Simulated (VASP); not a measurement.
# Y5N (F-43m) in VASP: single point with PBE

Aim: the single point of Y5N with PBE.

Everything below comes from runs of VASP 6.6.1. Logs are shortened: lines on timing, memory, paths and dates and some standing lists are left out, and cuts for length are marked.

### Step 1. The cell of the first run

It takes space group F-43m (No. 216, cubic). Conventional cell: a = 9.042 Å, b = 9.042 Å, c = 9.042 Å, α = 90.00°, β = 90.00°, γ = 90.00°. Y (site symmetry 3m) has 9 Y at 3.17 to 3.75 Å and 3 N at 3.75 Å within 4.2 Å. Within 4.9 Å of Y (site symmetry -43m) lie 12 Y at 3.75 Å and 4 N at 3.92 Å. N (site symmetry -43m) has 16 Y at 3.75 to 3.92 Å within 4.9 Å.

### Step 2. Single point, PBE, collinear spin, ferrimagnetic start

INCAR

```
ALGO = Normal
EDIFF = 1E-6
ENCUT = 520
GGA = PE
ISIF = 2
ISMEAR = 0
ISPIN = 2
LASPH = True
LCHARG = False
LMAXMIX = 4
LORBIT = 11
LREAL = False
LWAVE = False
MAGMOM = -0.14 -0.14 -0.14 -0.14 -0.39 0.24
NBANDS = 43
NELM = 150
PREC = Accurate
SIGMA = 0.1
```

KPOINTS

```
k-points
0
Gamma
  8 8 8
```

POSCAR

```
Y5N
1.0
    0.0000000000      4.5207935134      4.5207935134
    4.5207935134      0.0000000000      4.5207935134
    4.5207935134      4.5207935134      0.0000000000
Y N
5 1
Direct
    0.3760474985      0.3760474985      0.8718575045
    0.3760474985      0.8718575045      0.3760474985
    0.8718575045      0.3760474985      0.3760474985
    0.3760474985      0.3760474985      0.3760474985
    0.7500000000      0.7500000000      0.7500000000
    0.0000000000      0.0000000000      0.0000000000
```

Potentials or basis: VASP PAW PBE potentials, release 64 (Y_sv, N).

Command:

```console
cat potpaw_PBE.64/Y_sv/POTCAR potpaw_PBE.64/N/POTCAR > POTCAR
mpirun -np 1 vasp_std > vasp.out
```

OUTCAR:

```text
EDIFF = 1E-6
   ENCUT = 520
   GGA = PE
   ISIF = 2
   ISMEAR = 0
   ISPIN = 2
   LASPH = True
   LORBIT = 11
   LREAL = False
   NELM = 150
   PREC = Accurate

 ion  position               nearest neighbor table
   1  0.376  0.376  0.872-   2 3.17   3 3.17   4 3.17   4 3.22   2 3.22   3 3.22   5 3.75   5 3.75
                             5 3.75
   2  0.376  0.872  0.376-   1 3.17   3 3.17   4 3.17   1 3.22   4 3.22   3 3.22   5 3.75   5 3.75
                             5 3.75
   3  0.872  0.376  0.376-   1 3.17   2 3.17   4 3.17   4 3.22   1 3.22   2 3.22   5 3.75   5 3.75
                             5 3.75
   4  0.376  0.376  0.376-   1 3.17   2 3.17   3 3.17   1 3.22   2 3.22   3 3.22   5 3.75   5 3.75
                             5 3.75
   5  0.750  0.750  0.750-   1 3.75   2 3.75   4 3.75   1 3.75   3 3.75   4 3.75   2 3.75   3 3.75
                             4 3.75   2 3.75   3 3.75   1 3.75
   6  0.000  0.000  0.000-

  LATTYP: Found a face centered cubic cell.
 ALAT       =     9.0415870268

  Lattice vectors:

 A1 = (   0.0000000000,   4.5207935134,   4.5207935134)
 A2 = (   4.5207935134,   0.0000000000,   4.5207935134)
 A3 = (   4.5207935134,   4.5207935134,   0.0000000000)

Analysis of symmetry for initial positions (statically):
=====================================================================
 Subroutine PRICEL returns:
 Original cell was already a primitive cell.

 Routine SETGRP: Setting up the symmetry group for a
 face centered cubic supercell.

 Subroutine GETGRP returns: Found 24 space group operations
 (whereof 24 operations were pure point group operations)
 out of a pool of 48 trial point group operations.

The static configuration has the point symmetry T_d .

Analysis of symmetry for dynamics (positions and initial velocities):
=====================================================================
 Subroutine PRICEL returns:
 Original cell was already a primitive cell.

 Routine SETGRP: Setting up the symmetry group for a
 face centered cubic supercell.

 Subroutine GETGRP returns: Found 24 space group operations
 (whereof 24 operations were pure point group operations)
 out of a pool of 48 trial point group operations.

The dynamic configuration has the point symmetry T_d .

Analysis of structural, dynamic, and magnetic symmetry:
=====================================================================
 Subroutine PRICEL returns:
 Original cell was already a primitive cell.

 Routine SETGRP: Setting up the symmetry group for a
 face centered cubic supercell.

 Subroutine GETGRP returns: Found 24 space group operations
 (whereof 24 operations were pure point group operations)
 out of a pool of 48 trial point group operations.

The overall configuration has the point symmetry T_d .

 Subroutine INISYM returns: Found 24 space group operations
 (whereof 24 operations are pure point group operations),
 and found     1 'primitive' translations

----------------------------------------------------------------------------------------

                                     Primitive cell

  volume of cell :     184.7881

  direct lattice vectors                    reciprocal lattice vectors
     0.000000000  4.520793513  4.520793513    -0.110600053  0.110600053  0.110600053
     4.520793513  0.000000000  4.520793513     0.110600053 -0.110600053  0.110600053
     4.520793513  4.520793513  0.000000000     0.110600053  0.110600053 -0.110600053

  length of vectors
     6.393367499  6.393367499  6.393367499     0.191564910  0.191564910  0.191564910

  position of ions in fractional coordinates (direct lattice)
     0.376047499  0.376047499  0.871857504
     0.376047499  0.871857504  0.376047499
     0.871857504  0.376047499  0.376047499
     0.376047499  0.376047499  0.376047499
     0.750000000  0.750000000  0.750000000
     0.000000000  0.000000000  0.000000000
[... 40 lines left out ...]
  0.250000  0.000000  0.000000      8.000000
  0.375000  0.000000  0.000000      8.000000
  0.500000  0.000000  0.000000      4.000000
  0.125000  0.125000  0.000000      6.000000
[... 16 lines left out ...]
  0.500000  0.250000  0.125000     48.000000
 -0.375000  0.250000  0.125000     24.000000
 [... further k-points ...]
   k-points           NKPTS =     29   k-points in BZ     NKDIM =     29   number of bands    NBANDS=     43
   number of dos      NEDOS =    301   number of ions     NIONS =      6
   total plane-waves  NPLWV = 110592
   dimension x,y,z NGX =    48 NGY =   48 NGZ =   48
   dimension x,y,z NGXF=    96 NGYF=   96 NGZF=   96
   ions per type =               5   1
   NGX,Y,Z   is equivalent  to a cutoff of  12.48, 12.48, 12.48 a.u.
   NGXF,Y,Z  is equivalent  to a cutoff of  24.96, 24.96, 24.96 a.u.
 SYSTEM =  unknown system
   PREC   = accura    normal or accurate (medium, high low for compatibility)
   ISTART =      0    job   : 0-new  1-cont  2-samecut
   ICHARG =      2    charge: 1-file 2-atom 10-const
   ISPIN  =      2    spin polarized calculation?
   LNONCOLLINEAR =      F non collinear calculations
   LSORBIT =      F    spin-orbit coupling
   LASPH  =      T    aspherical Exc in radial PAW
   ENCUT  =  520.0 eV  38.22 Ry    6.18 a.u.  11.89 11.89 11.89*2*pi/ulx,y,z
   NELM   =    150;   NELMIN=  2; NELMDL= -5     # of ELM steps
   EDIFF  = 0.1E-05   stopping-criterion for ELM
   LREAL  =      F    real-space projection
   EDIFFG = 0.1E-04   stopping-criterion for IOM
   NSW    =      0    number of steps for IOM
   IBRION =     -1    ionic relax: 0-MD 1-quasi-New 2-CG
   NFREE  =      0    steps in history (QN), initial steepest desc. (CG)
   ISIF   =      2    stress and relaxation
   ISYM   =      2    0-nonsym 1-usesym 2-fastsym
   POTIM  = 0.5000    time-step for ionic-motion
   TEBEG  =    0.0;   TEEND  =   0.0 temperature during run
   PSTRESS=    0.0 pullay stress
   NELECT =      60.0000    total number of electrons
   NUPDOWN=      -1.0000    fix difference up-down
   EMIN   =  10.00;   EMAX   =-10.00  energy-range for DOS
   EFERMI =   0.00;   METHOD = LEGACY
   ISMEAR =     0;   SIGMA  =   0.10  broadening in eV -4-tet -1-fermi 0-gaus
   EFERMI_NEDOS =   21; number of points for ismear=-14 and -15
   IALGO  =     38    algorithm
   IMIX   =      4    mixing-type and parameters
     AMIX     =   0.40;   BMIX     =  1.00
     AMIX_MAG =   1.60;   BMIX_MAG =  1.00
  volume/ion in A,a.u.               =      30.80       207.84
  Fermi-wavevector in a.u.,A,eV,Ry     =   1.125211  2.126340 17.226329  1.266099
  Thomas-Fermi vector in A             =   2.261887
   LORBIT       =     11    0 simple, 1 ext, 2 COOP (PROOUT), +10 PAW based schemes
   GGA     = PE    functional components
   LHFCALC =     F    Hartree Fock is set to
   AEXX    =    0.0000 exact exchange contribution
   IVDW    =     0    specifies the selected vdW correction
   LEPSILON=     F    determine dielectric tensor
   LRPA    =     F    only Hartree local field effects (RPA)
 spin polarized calculation
 Gauss-broadening in eV      SIGMA  =   0.10
  energy-cutoff  :      520.00
  volume of cell :      184.79
 maximum number of plane-waves:      4992
   NGX = 23   NGY = 23   NGZ = 23

 number of electron      60.0000001 magnetization      -1.1576728

 Free energy of the ion-electron system (eV)
  ---------------------------------------------------
  ext. energy  EPLUGINS =         0.00000000
  ---------------------------------------------------
  free energy    TOTEN  =       -33.52894431 eV

  energy without entropy =      -33.47907807  energy(sigma->0) =      -33.50401119

 E-fermi :   2.4616     XC(G=0):  -9.1519

 val. band max:        2.4614064523   @ k =   0.5000   0.2500   0.0000
 cond. band min:       2.4624133013   @ k =  -0.3750   0.3750   0.1250
 fundamental gap:      0.0010068490
 Fermi energy:         2.4615770398

 spin component 1

 k-point     1 :       0.0000    0.0000    0.0000
  band No.  band energies     occupation
      1     -40.6661      1.00000
      2     -40.3246      1.00000
      3     -40.1568      1.00000
      4     -40.1568      1.00000
      5     -40.1568      1.00000
      6     -21.1215      1.00000
[... 1069 lines left out ...]
     41       5.0136      0.00000
     42       5.1255      0.00000

 [... further k-points ...]

 spin component 2

 k-point     1 :       0.0000    0.0000    0.0000
  band No.  band energies     occupation
      1     -40.7815      1.00000
      2     -40.3790      1.00000
      3     -40.2108      1.00000
      4     -40.2108      1.00000
      5     -40.2108      1.00000
      6     -21.1563      1.00000
[... 1069 lines left out ...]
     41       4.8429      0.00000
     42       4.9635      0.00000

 [... further k-points ...]

 [bands above 42 left out]

------------------------ aborting loop because EDIFF is reached ----------------------------------------

  FORCE on cell =-STRESS in cart. coord.  units (eV):
  Direction    XX          YY          ZZ          XY          YZ          ZX
  --------------------------------------------------------------------------------------
  -------------------------------------------------------------------------------------
  Total       -0.1006611     -0.1006611     -0.1006611      0.0000000      0.0000000      0.0000000
  in kB       -0.8727670     -0.8727670     -0.8727670      0.0000000      0.0000000      0.0000000
  external PRESSURE =      -0.8727670 kB  Pullay stress =       0.0000000 kB

 VOLUME and BASIS-vectors are now :
 -----------------------------------------------------------------------------
  energy-cutoff  :      520.00
  volume of cell :      184.79
      direct lattice vectors                 reciprocal lattice vectors
     0.000000000  4.520793513  4.520793513    -0.110600053  0.110600053  0.110600053
     4.520793513  0.000000000  4.520793513     0.110600053 -0.110600053  0.110600053
     4.520793513  4.520793513  0.000000000     0.110600053  0.110600053 -0.110600053

 POSITION                                       TOTAL-FORCE (eV/Angst)
 -----------------------------------------------------------------------------------
      5.64152      5.64152      3.40007         0.000676      0.000676     -0.000676
      5.64152      3.40007      5.64152         0.000676     -0.000676      0.000676
      3.40007      5.64152      5.64152        -0.000676      0.000676      0.000676
      3.40007      3.40007      3.40007        -0.000676     -0.000676     -0.000676
      6.78119      6.78119      6.78119         0.000000     -0.000000     -0.000000
      0.00000      0.00000      0.00000         0.000000     -0.000000      0.000000
 -----------------------------------------------------------------------------------
    total drift:                                0.000000      0.000000      0.000000

  FREE ENERGIE OF THE ION-ELECTRON SYSTEM (eV)
  ---------------------------------------------------
  free  energy   TOTEN  =       -33.5289443088 eV

  energy  without entropy=      -33.4790780741  energy(sigma->0) =      -33.50401119

 total charge

# of ion       s       p       d       f       tot
--------------------------------------------------
    1        2.320   6.181   1.076   0.012   9.590
    2        2.320   6.181   1.076   0.012   9.590
    3        2.320   6.181   1.076   0.012   9.590
    4        2.320   6.181   1.076   0.012   9.590
    5        2.266   6.197   0.768   0.006   9.237
    6        1.360   1.916   0.000   0.000   3.276
--------------------------------------------------
tot         12.907  32.837   5.073   0.055  50.872

 magnetization (x)

# of ion       s       p       d       f       tot
--------------------------------------------------
    1       -0.006  -0.028  -0.096  -0.001  -0.131
    2       -0.006  -0.028  -0.096  -0.001  -0.131
    3       -0.006  -0.028  -0.096  -0.001  -0.131
    4       -0.006  -0.028  -0.096  -0.001  -0.131
    5       -0.004  -0.068  -0.202  -0.001  -0.273
    6        0.000   0.113   0.000   0.000   0.113
--------------------------------------------------
tot         -0.029  -0.066  -0.586  -0.005  -0.685
```

It took 22 min on 1 thread of Intel Xeon 6975P-C, shared host; peak memory 0.64 GiB.

Results:

* Free energy: -33.5289 eV
* Pressure: -0.1 GPa
* Net moment: -1.16 μB per cell
* Site moments: Y -0.13, -0.27; N +0.11 μB
* Valence electrons inside the program's atomic spheres: Y 9.59, 9.24; N 3.28
